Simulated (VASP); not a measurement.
Input of a VASP 6.6.1 run:

POSCAR

```
Ti4O3
1.0
   -2.2484519921      2.2484519921      4.4765471933
    2.2484519921     -2.2484519921      4.4765471933
    2.2484519921      2.2484519921     -4.4765471933
Ti O
4 3
Direct
    0.0000000000      0.5000000000      0.5000000000
    0.2629965651      0.2629965651      0.0000000000
    0.5000000000      0.0000000000      0.5000000000
    0.7370034349      0.7370034349      0.0000000000
    0.7500000000      0.2500000000      0.5000000000
    0.0000000000      0.0000000000      0.0000000000
    0.2500000000      0.7500000000      0.5000000000
```

The input INCAR.step1:

```
SYSTEM = Ti4O3
PREC     = Accurate       ! precision mode
ENCUT    = 520            ! plane-wave cutoff, eV
ISMEAR   = 0              ! smearing method
SIGMA    = 0.1            ! smearing width, eV
LREAL    = .FALSE.        ! projectors in reciprocal space
LASPH    = .TRUE.         ! aspherical terms in the spheres
NELM     = 150            ! most SCF steps
ISPIN    = 2              ! spin polarisation
MAGMOM   = -1.18 1.41 -1.18 1.41 0 0 0 ! initial moments
LMAXMIX  = 4              ! l up to which the mixer works
LDAU     = .TRUE.         ! DFT+U
LDAUTYPE = 2            
LDAUL    = 2 -1           ! shell
LDAUU    = 4 0            ! U, eV
LDAUJ    = 0 0          
NBANDS   = 46             ! bands
GGA      = PE             ! functional
ALGO     = Normal         ! electronic algorithm
EDIFF    = 1E-4           ! SCF threshold, eV
LWAVE    = .TRUE.         ! write WAVECAR
LCHARG   = .FALSE.        ! write CHGCAR
```

INCAR.step2

```
SYSTEM = Ti4O3
PREC     = Accurate       ! precision mode
ENCUT    = 520            ! plane-wave cutoff, eV
EDIFF    = 1E-6           ! SCF threshold, eV
ISMEAR   = 0              ! smearing method
SIGMA    = 0.1            ! smearing width, eV
LREAL    = .FALSE.        ! projectors in reciprocal space
LASPH    = .TRUE.         ! aspherical terms in the spheres
NELM     = 150            ! most SCF steps
ALGO     = Normal         ! electronic algorithm
ISIF     = 2              ! what is computed and relaxed
LWAVE    = .FALSE.        ! write WAVECAR
LCHARG   = .FALSE.        ! write CHGCAR
ISPIN    = 2              ! spin polarisation
MAGMOM   = -1.18 1.41 -1.18 1.41 0 0 0 ! initial moments
LORBIT   = 11             ! projections on sites
LMAXMIX  = 4              ! l up to which the mixer works
LDAU     = .TRUE.         ! DFT+U
LDAUTYPE = 2            
LDAUL    = 2 -1           ! shell
LDAUU    = 4 0            ! U, eV
LDAUJ    = 0 0          
LDAUPRINT= 1            
METAGGA  = R2SCAN         ! meta-GGA
LMIXTAU  = .TRUE.       
NBANDS   = 46             ! bands
ISTART   = 1
```

The input KPOINTS:

```
regular mesh
0
G
  6 6 6
  0 0 0
```

Potentials or basis: VASP PAW PBE potentials, release 64 (Ti_sv, O).

Command:

```sh
$ cat potpaw_PBE.64/Ti_sv/POTCAR potpaw_PBE.64/O/POTCAR > POTCAR
$ cp INCAR.step1 INCAR
$ mpirun -np 1 vasp_std > vasp.out
$ cp INCAR.step2 INCAR
$ mpirun -np 1 vasp_std > vasp.out
```

Task: Estimate the largest force.

Result: 0.263 eV/Å.

Task: Estimate the site moments.

Result: Ti -1.45, +1.62 (each value once); O -0.01, +0.01 (each value once) μB.

Forces on the atoms (eV/Å):
```
Ti   0.000  0.000  0.000
Ti   0.000  0.000  0.263
Ti   0.000  0.000  0.000
Ti   0.000  0.000 -0.263
O    0.000  0.000  0.000
O    0.000  0.000  0.000
O    0.000  0.000  0.000
```

Caveat: the cell stands under tension; the PAW data sets were made with another functional, which shifts forces and pressure a little.
